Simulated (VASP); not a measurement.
A run of VASP 6.6.1 is set up as follows.

Contents of INCAR:

```
SYSTEM = Al
PREC = Accurate
ENCUT = 520
EDIFF = 1E-6
ISMEAR = 0
SIGMA = 0.15
LREAL = .FALSE.
LASPH = .TRUE.
NELM = 60
ALGO = Normal
ISIF = 2
LWAVE = .FALSE.
LCHARG = .FALSE.
GGA = PS
NBANDS = 8
```

Contents of KPOINTS:

```
Automatic mesh
0
G
  20 20 20
  0 0 0
```

POSCAR

```
Al
1.0
   -1.5912186900      1.5912186900      1.5116577555
    1.5912186900     -1.5912186900      1.5116577555
    1.5912186900      1.5912186900     -1.5116577555
Al
1
Direct
    0.0000000000      0.0000000000      0.0000000000
```

Potentials or basis: VASP PAW PBE potentials, release 64 (Al).

The run is started by

```console
$ cat potpaw_PBE.64/Al/POTCAR > POTCAR
$ mpirun -np 1 vasp_std > vasp.out
```

(1) Estimate the pressure.

## Answers

(1) 6.9 GPa.

Caveat: the cell differs from its parent crystal (strain +0.000 along x and y, -0.050 along z); the PAW data sets were made with another functional, which shifts forces and pressure a little.
